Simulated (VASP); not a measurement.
# Te (Im-3m) in VASP: notebook

Te is run at these levels: PBEsol; tasks: single point.

Program: VASP 6.6.1. These are calculated values, not measurements. Logs are shortened: lines on timing, memory, paths and dates and some standing lists are left out, and cuts for length are marked.

### 1 The cell of the first run

Symmetry: Im-3m, No. 229, cubic system. The conventional cell has a = 3.781 Å, b = 3.781 Å, c = 3.781 Å, α = 90.00°, β = 90.00°, γ = 90.00°. Within 4.3 Å of Te (site symmetry m-3m) lie 14 Te at 3.27 to 3.78 Å.

This isn't the form of Te at room conditions, which is trigonal, of chains.

### 2 Single point, PBEsol

File INCAR:

```
SYSTEM = Te
PREC = Accurate
ENCUT = 520
EDIFF = 1E-7
ISMEAR = -1
SIGMA = 0.1
LREAL = .FALSE.
LASPH = .TRUE.
NELM = 80
ALGO = Normal
ISIF = 2
LWAVE = .FALSE.
LCHARG = .FALSE.
GGA = PS
NBANDS = 9
```

File KPOINTS:

```
Automatic mesh
0
G
  11 11 11
  0 0 0
```

File POSCAR:

```
Te
1.0
   -1.8903252956      1.8903252956      1.8903252956
    1.8903252956     -1.8903252956      1.8903252956
    1.8903252956      1.8903252956     -1.8903252956
Te
1
Direct
    0.0000000000      0.0000000000      0.0000000000
```

Potentials or basis: VASP PAW PBE potentials, release 64 (Te).

Run with:

```
cat potpaw_PBE.64/Te/POTCAR > POTCAR
mpirun -np 1 vasp_std > vasp.out
```

OUTCAR:

```text
SYSTEM = Te
   PREC = Accurate
   ENCUT = 520
   EDIFF = 1E-7
   ISMEAR = -1
   LREAL = .FALSE.
   LASPH = .TRUE.
   NELM = 80
   ISIF = 2
   GGA = PS

 ion  position               nearest neighbor table
   1  0.000  0.000  0.000-

  LATTYP: Found a body centered cubic cell.
 ALAT       =     3.7806505912

  Lattice vectors:

 A1 = (  -1.8903252956,   1.8903252956,   1.8903252956)
 A2 = (   1.8903252956,  -1.8903252956,   1.8903252956)
 A3 = (   1.8903252956,   1.8903252956,  -1.8903252956)

Analysis of symmetry for initial positions (statically):
=====================================================================
 Subroutine PRICEL returns:
 Original cell was already a primitive cell.

 Routine SETGRP: Setting up the symmetry group for a
 body centered cubic supercell.

 Subroutine GETGRP returns: Found 48 space group operations
 (whereof 48 operations were pure point group operations)
 out of a pool of 48 trial point group operations.

The static configuration has the point symmetry O_h .

Analysis of symmetry for dynamics (positions and initial velocities):
=====================================================================
 Subroutine PRICEL returns:
 Original cell was already a primitive cell.

 Routine SETGRP: Setting up the symmetry group for a
 body centered cubic supercell.

 Subroutine GETGRP returns: Found 48 space group operations
 (whereof 48 operations were pure point group operations)
 out of a pool of 48 trial point group operations.

The dynamic configuration has the point symmetry O_h .

 Subroutine INISYM returns: Found 48 space group operations
 (whereof 48 operations are pure point group operations),
 and found     1 'primitive' translations

----------------------------------------------------------------------------------------

                                     Primitive cell

  volume of cell :      27.0190

  direct lattice vectors                    reciprocal lattice vectors
    -1.890325296  1.890325296  1.890325296     0.000000000  0.264504740  0.264504740
     1.890325296 -1.890325296  1.890325296     0.264504740  0.000000000  0.264504740
     1.890325296  1.890325296 -1.890325296     0.264504740  0.264504740  0.000000000

  length of vectors
     3.274139455  3.274139455  3.274139455     0.374066190  0.374066190  0.374066190

  position of ions in fractional coordinates (direct lattice)
[... 78 lines left out ...]
   LREAL  =      F    real-space projection
   EDIFFG = 0.1E-05   stopping-criterion for IOM
   NSW    =      0    number of steps for IOM
   IBRION =     -1    ionic relax: 0-MD 1-quasi-New 2-CG
   NFREE  =      0    steps in history (QN), initial steepest desc. (CG)
   ISIF   =      2    stress and relaxation
   ISYM   =      2    0-nonsym 1-usesym 2-fastsym
   POTIM  = 0.5000    time-step for ionic-motion
   TEBEG  =    0.0;   TEEND  =   0.0 temperature during run
   PSTRESS=    0.0 pullay stress
   NELECT =       6.0000    total number of electrons
   NUPDOWN=      -1.0000    fix difference up-down
   EMIN   =  10.00;   EMAX   =-10.00  energy-range for DOS
   EFERMI =   0.00;   METHOD = LEGACY
   ISMEAR =    -1;   SIGMA  =   0.10  broadening in eV -4-tet -1-fermi 0-gaus
   EFERMI_NEDOS =   21; number of points for ismear=-14 and -15
   IALGO  =     38    algorithm
   IMIX   =      4    mixing-type and parameters
     AMIX     =   0.40;   BMIX     =  1.00
     AMIX_MAG =   1.60;   BMIX_MAG =  1.00
  volume/ion in A,a.u.               =      27.02       182.33
  Fermi-wavevector in a.u.,A,eV,Ry     =   0.991369  1.873416 13.371978  0.982813
  Thomas-Fermi vector in A             =   2.123106
   LORBIT       =      0    0 simple, 1 ext, 2 COOP (PROOUT), +10 PAW based schemes
   GGA     = PS    functional components
   LHFCALC =     F    Hartree Fock is set to
   AEXX    =    0.0000 exact exchange contribution
   IVDW    =     0    specifies the selected vdW correction
   LEPSILON=     F    determine dielectric tensor
   LRPA    =     F    only Hartree local field effects (RPA)
 non-spin polarized calculation
  energy-cutoff  :      520.00
  volume of cell :       27.02
 maximum number of plane-waves:       738
   NGX = 13   NGY = 13   NGZ = 13

 number of electron       5.9999999 magnetization

 Free energy of the ion-electron system (eV)
  ---------------------------------------------------
  ext. energy  EPLUGINS =         0.00000000
  ---------------------------------------------------
  free energy    TOTEN  =        -3.30137916 eV

  energy without entropy =       -3.27010217  energy(sigma->0) =       -3.28574067

 E-fermi :   8.5464     XC(G=0): -10.4225

 val. band max:        8.4898932239   @ k =  -0.3636   0.3636   0.0909
 cond. band min:       8.5681516622   @ k =   0.1818   0.1818   0.0909
 fundamental gap:      0.0782584383
 Fermi energy:         8.5464178868

 k-point     1 :       0.0000    0.0000    0.0000
  band No.  band energies     occupation
      1      -5.8607      2.00000
      2      11.7163      0.00000
      3      11.7163      0.00000
      4      11.7163      0.00000
      5      18.4668      0.00000
      6      18.4668      0.00000
      7      18.4668      0.00000
      8      18.8163      0.00000
      9      20.3138      0.00000
[... 265 lines left out ...]
 k-point    24 :       0.3636    0.1818    0.0909
  band No.  band energies     occupation
      1      -2.1442      2.00000
      2       2.9760      2.00000
      3       5.7499      2.00000
      4       7.9534      1.99470
      5      17.4637      0.00000
      6      18.9882      0.00000
      7      22.1165      0.00000
      8      22.4429      0.00000
      9      24.7388      0.00000

 [... further k-points ...]

------------------------ aborting loop because EDIFF is reached ----------------------------------------

  FORCE on cell =-STRESS in cart. coord.  units (eV):
  Direction    XX          YY          ZZ          XY          YZ          ZX
  --------------------------------------------------------------------------------------
  -------------------------------------------------------------------------------------
  Total       -0.0007226     -0.0007226     -0.0007226      0.0000000     -0.0000000      0.0000000
  in kB       -0.0428465     -0.0428465     -0.0428465      0.0000000     -0.0000000      0.0000000
  external PRESSURE =      -0.0428465 kB  Pullay stress =       0.0000000 kB

 VOLUME and BASIS-vectors are now :
 -----------------------------------------------------------------------------
  energy-cutoff  :      520.00
  volume of cell :       27.02
      direct lattice vectors                 reciprocal lattice vectors
    -1.890325296  1.890325296  1.890325296     0.000000000  0.264504740  0.264504740
     1.890325296 -1.890325296  1.890325296     0.264504740  0.000000000  0.264504740
     1.890325296  1.890325296 -1.890325296     0.264504740  0.264504740  0.000000000

 POSITION                                       TOTAL-FORCE (eV/Angst)
 -----------------------------------------------------------------------------------
      0.00000      0.00000      0.00000         0.000000     -0.000000     -0.000000
 -----------------------------------------------------------------------------------
    total drift:                                0.000000     -0.000000     -0.000000

  FREE ENERGIE OF THE ION-ELECTRON SYSTEM (eV)
  ---------------------------------------------------
  free  energy   TOTEN  =        -3.3013791622 eV

  energy  without entropy=       -3.2701021727  energy(sigma->0) =       -3.28574067
```

stdout:

```text
POSCAR found type information on POSCAR Te
 POSCAR found :  1 types and       1 ions
 scaLAPACK will be used
 -----------------------------------------------------------------------------
|                                                                             |
|                                                                             |
|     You enforced a specific xc type in the INCAR file but a different       |
|     I HOPE YOU KNOW WHAT YOU ARE DOING!                                     |
|                                                                             |
 -----------------------------------------------------------------------------

 LDA part: xc-table for (Slater+PW92), standard interpolation
 POSCAR, INCAR and KPOINTS ok, starting setup
 FFT: planning ... GRIDC
 FFT: planning ... GRID_SOFT
 FFT: planning ... GRID
 WAVECAR not read
 entering main loop
```

Wall time 16 s (1 thread of Intel Xeon 8259CL, shared host); peak memory 0.14 GiB.

What came out:

- Free energy: -3.3014 eV
- Pressure: 0.0 GPa
- Band gap on the k mesh: zero (bands 3 and 4 overlap by 6.31 eV)

Levels at points of the mesh, in eV from the Fermi level:
| k point | band 1 | band 2 | band 3 | band 4 | band 5 | band 6 |
| --- | --- | --- | --- | --- | --- | --- |
| (0.00, 0.00, 0.00) | -14.41 | 3.17 | 3.17 | 3.17 | 9.92 | 9.92 |

Caveat: the PAW data sets were made with another functional, which shifts forces and pressure a little; spin-orbit coupling is left out, which moves the levels of the heavy elements.

### 3 Single point, PBEsol (23.78 Å³/atom)

This run uses another cell than the first one, of 23.78 Å³/atom.

File INCAR:

```
PREC     = Accurate       # precision mode
ENCUT    = 520            # plane-wave cutoff, eV
EDIFF    = 1E-6           # SCF threshold, eV
ISMEAR   = -1             # smearing method
SIGMA    = 0.1            # smearing width, eV
LREAL    = F              # projectors in reciprocal space
LASPH    = T              # aspherical terms in the spheres
NELM     = 60             # most SCF steps
ALGO     = Normal         # electronic algorithm
ISIF     = 2              # what is computed and relaxed
LWAVE    = F              # write WAVECAR
LCHARG   = F              # write CHGCAR
GGA      = PS             # functional
NBANDS   = 9              # bands
```

File KPOINTS:

```
regular mesh
0
Gamma
  13 13 13
```

File POSCAR:

```
Te
1.0
   -1.8114684316      1.8114684316      1.8114684316
    1.8114684316     -1.8114684316      1.8114684316
    1.8114684316      1.8114684316     -1.8114684316
Te
1
Direct
    0.0000000000      0.0000000000      0.0000000000
```

Potentials or basis: VASP PAW PBE potentials, release 64 (Te).

Run with:

```
cat potpaw_PBE.64/Te/POTCAR > POTCAR
mpirun -np 1 vasp_std > vasp.out
```

Run time: 20 s. Hardware: 1 thread of Intel Xeon 8259CL, shared host; peak memory 0.15 GiB.

It converged, with:

```
Free energy            : -3.2157 eV
Pressure               : 11.5 GPa
Band gap on the k mesh : zero (bands 3 and 4 overlap by 7.91 eV)
```

Levels at points of the mesh, in eV from the Fermi level:
| k point | band 1 | band 2 | band 3 | band 4 | band 5 | band 6 |
| --- | --- | --- | --- | --- | --- | --- |
| (0.00, 0.00, 0.00) | -15.47 | 4.07 | 4.07 | 4.07 | 10.35 | 10.35 |

Caveat: the cell stands under pressure; the PAW data sets were made with another functional, which shifts forces and pressure a little; spin-orbit coupling is left out, which moves the levels of the heavy elements.

### 4 Single point, PBEsol (24.86 Å³/atom)

This run uses another cell than the first one, of 24.86 Å³/atom.

File INCAR:

```
SYSTEM = Te
PREC = Accurate
ENCUT = 520
EDIFF = 1E-6
ISMEAR = -1
SIGMA = 0.1
LREAL = .FALSE.
LASPH = .TRUE.
NELM = 80
ALGO = Normal
ISIF = 2
LWAVE = .FALSE.
LCHARG = .TRUE.
GGA = PS
LELF = .TRUE.
LVHAR = .TRUE.
NBANDS = 9
```

File KPOINTS:

```
regular mesh
0
G
  13 13 13
  0 0 0
```

File POSCAR:

```
Te
1.0
   -1.8385092605      1.8385092605      1.8385092605
    1.8385092605     -1.8385092605      1.8385092605
    1.8385092605      1.8385092605     -1.8385092605
Te
1
Direct
    0.0000000000      0.0000000000      0.0000000000
```

Potentials or basis: VASP PAW PBE potentials, release 64 (Te).

Run with:

```
cat potpaw_PBE.64/Te/POTCAR > POTCAR
mpirun -np 1 vasp_std > vasp.out
```

OUTCAR:

```text
SYSTEM = Te
   PREC = Accurate
   ENCUT = 520
   EDIFF = 1E-6
   ISMEAR = -1
   LREAL = .FALSE.
   LASPH = .TRUE.
   NELM = 80
   ISIF = 2
   GGA = PS

 ion  position               nearest neighbor table
   1  0.000  0.000  0.000-

  LATTYP: Found a body centered cubic cell.
 ALAT       =     3.6770185210

  Lattice vectors:

 A1 = (  -1.8385092605,   1.8385092605,   1.8385092605)
 A2 = (   1.8385092605,  -1.8385092605,   1.8385092605)
 A3 = (   1.8385092605,   1.8385092605,  -1.8385092605)

Analysis of symmetry for initial positions (statically):
=====================================================================
 Subroutine PRICEL returns:
 Original cell was already a primitive cell.

 Routine SETGRP: Setting up the symmetry group for a
 body centered cubic supercell.

 Subroutine GETGRP returns: Found 48 space group operations
 (whereof 48 operations were pure point group operations)
 out of a pool of 48 trial point group operations.

The static configuration has the point symmetry O_h .

Analysis of symmetry for dynamics (positions and initial velocities):
=====================================================================
 Subroutine PRICEL returns:
 Original cell was already a primitive cell.

 Routine SETGRP: Setting up the symmetry group for a
 body centered cubic supercell.

 Subroutine GETGRP returns: Found 48 space group operations
 (whereof 48 operations were pure point group operations)
 out of a pool of 48 trial point group operations.

The dynamic configuration has the point symmetry O_h .

 Subroutine INISYM returns: Found 48 space group operations
 (whereof 48 operations are pure point group operations),
 and found     1 'primitive' translations

----------------------------------------------------------------------------------------

                                     Primitive cell

  volume of cell :      24.8575
[... 102 lines left out ...]
   ISMEAR =    -1;   SIGMA  =   0.10  broadening in eV -4-tet -1-fermi 0-gaus
   EFERMI_NEDOS =   21; number of points for ismear=-14 and -15
   IALGO  =     38    algorithm
   IMIX   =      4    mixing-type and parameters
     AMIX     =   0.40;   BMIX     =  1.00
     AMIX_MAG =   1.60;   BMIX_MAG =  1.00
  volume/ion in A,a.u.               =      24.86       167.75
  Fermi-wavevector in a.u.,A,eV,Ry     =   1.019310  1.926216 14.136344  1.038992
  Thomas-Fermi vector in A             =   2.152816
   LORBIT       =      0    0 simple, 1 ext, 2 COOP (PROOUT), +10 PAW based schemes
   GGA     = PS    functional components
   LHFCALC =     F    Hartree Fock is set to
   AEXX    =    0.0000 exact exchange contribution
   IVDW    =     0    specifies the selected vdW correction
   LEPSILON=     F    determine dielectric tensor
   LRPA    =     F    only Hartree local field effects (RPA)
 non-spin polarized calculation
  energy-cutoff  :      520.00
  volume of cell :       24.86
 maximum number of plane-waves:       682
   NGX = 11   NGY = 11   NGZ = 11

 number of electron       6.0000000 magnetization

 Free energy of the ion-electron system (eV)
  ---------------------------------------------------
  ext. energy  EPLUGINS =         0.00000000
  ---------------------------------------------------
  free energy    TOTEN  =        -3.27691297 eV

  energy without entropy =       -3.25633045  energy(sigma->0) =       -3.26662171

 E-fermi :   9.7019     XC(G=0): -10.7951

 val. band max:        9.6742276613   @ k =   0.3077   0.1538   0.0769
 cond. band min:       9.7225467457   @ k =   0.0769   0.0769   0.0769
 fundamental gap:      0.0483190844
 Fermi energy:         9.7018511158

 k-point     1 :       0.0000    0.0000    0.0000
  band No.  band energies     occupation
      1      -5.3469      2.00000
      2      13.4740      0.00000
      3      13.4740      0.00000
      4      13.4740      0.00000
      5      19.9288      0.00000
      6      19.9288      0.00000
      7      19.9288      0.00000
      8      21.2292      0.00000
      9      21.5159      0.00000
[... 265 lines left out ...]
 k-point    24 :       0.2308    0.0769    0.0769
  band No.  band energies     occupation
      1      -3.1844      2.00000
      2       6.1313      2.00000
      3       9.6278      1.35401
      4      11.0462      0.00000
      5      17.8054      0.00000
      6      18.1938      0.00000
      7      21.8182      0.00000
      8      22.6236      0.00000
      9      23.9564      0.00000

 [... further k-points ...]
[... 5 lines left out ...]
  --------------------------------------------------------------------------------------
  -------------------------------------------------------------------------------------
  Total        1.0541282      1.0541282      1.0541282      0.0000000      0.0000000     -0.0000000
  in kB       67.9432867     67.9432867     67.9432867      0.0000000      0.0000000     -0.0000000
  external PRESSURE =      67.9432867 kB  Pullay stress =       0.0000000 kB

 VOLUME and BASIS-vectors are now :
 -----------------------------------------------------------------------------
  energy-cutoff  :      520.00
  volume of cell :       24.86
      direct lattice vectors                 reciprocal lattice vectors
    -1.838509260  1.838509260  1.838509260     0.000000000  0.271959468  0.271959468
     1.838509260 -1.838509260  1.838509260     0.271959468  0.000000000  0.271959468
     1.838509260  1.838509260 -1.838509260     0.271959468  0.271959468  0.000000000

 POSITION                                       TOTAL-FORCE (eV/Angst)
 -----------------------------------------------------------------------------------
      0.00000      0.00000      0.00000        -0.000000      0.000000     -0.000000
 -----------------------------------------------------------------------------------
    total drift:                                0.000000     -0.000000     -0.000000

  FREE ENERGIE OF THE ION-ELECTRON SYSTEM (eV)
  ---------------------------------------------------
  free  energy   TOTEN  =        -3.2769129745 eV

  energy  without entropy=       -3.2563304468  energy(sigma->0) =       -3.26662171
```

It took 21 s on 1 thread of Intel Xeon 8259CL, shared host; peak memory 0.15 GiB.

What came out:

```
Free energy            : -3.2769 eV
Pressure               : 6.8 GPa
Band gap on the k mesh : zero (bands 3 and 4 overlap by 7.39 eV)
```

Caveat: the cell stands under pressure; the PAW data sets were made with another functional, which shifts forces and pressure a little; spin-orbit coupling is left out, which moves the levels of the heavy elements.

### 5 Single point, PBEsol (25.94 Å³/atom)

This run uses another cell than the first one, of 25.94 Å³/atom.

File INCAR:

```
  PREC = Accurate
  ENCUT = 520
  EDIFF = 1E-6
  ISMEAR = -1
  SIGMA = 0.1
  LREAL = F
  LASPH = T
  NELM = 60
  ALGO = Normal
  ISIF = 2
  LWAVE = F
  LCHARG = T
  GGA = PS
  LELF = T
  LVHAR = T
  NBANDS = 9
```

File KPOINTS:

```
regular mesh
0
Gamma
  13 13 13
```

File POSCAR:

```
Te
1.0
   -1.8647772274      1.8647772274      1.8647772274
    1.8647772274     -1.8647772274      1.8647772274
    1.8647772274      1.8647772274     -1.8647772274
Te
1
Direct
    0.0000000000      0.0000000000      0.0000000000
```

Run with:

```
cat potpaw_PBE.64/Te/POTCAR > POTCAR
mpirun -np 1 vasp_std > vasp.out
```

It took 16 s on 1 thread of Intel Xeon 8259CL, shared host; peak memory 0.15 GiB.

The run converged. Its results:

* Free energy: -3.3096 eV
* Pressure: 3.0 GPa
* Band gap on the k mesh: zero (bands 3 and 4 overlap by 6.91 eV)

Levels at points of the mesh, in eV from the Fermi level:
```
           k point  band 1  band 2  band 3  band 4  band 5  band 6  band 7  band 8
(0.00, 0.00, 0.00)  -14.67    3.50    3.50    3.50   10.11   10.11   10.11   10.91
```

Caveat: the cell stands under pressure; the PAW data sets were made with another functional, which shifts forces and pressure a little; spin-orbit coupling is left out, which moves the levels of the heavy elements.

### 6 Summary

| cell | k mesh | gap on the mesh (eV) | pressure (GPa) |
| --- | --- | --- | --- |
| a = 3.274 Å, angles 109.5°, 1 atom | 11 × 11 × 11 | none | 0.0 |
| a = 3.138 Å, angles 109.5°, 1 atom | 13 × 13 × 13 | none | 11.5 |
| a = 3.184 Å, angles 109.5°, 1 atom | 13 × 13 × 13 | none | 6.8 |
| a = 3.230 Å, angles 109.5°, 1 atom | 13 × 13 × 13 | none | 3.0 |

Alike in all rows: task single point; level PBEsol; potentials or basis VASP PAW PBE potentials, release 64 (Te); no spin polarisation; cutoff (eV) 520; smearing fermi-dirac 0.1 eV.

Caveats: the PAW data sets were made with another functional, which shifts forces and pressure a little; spin-orbit coupling is left out, which moves the levels of the heavy elements; the cell stands under pressure (at least some runs).

Absolute energies hang on the potentials; compare differences alone.
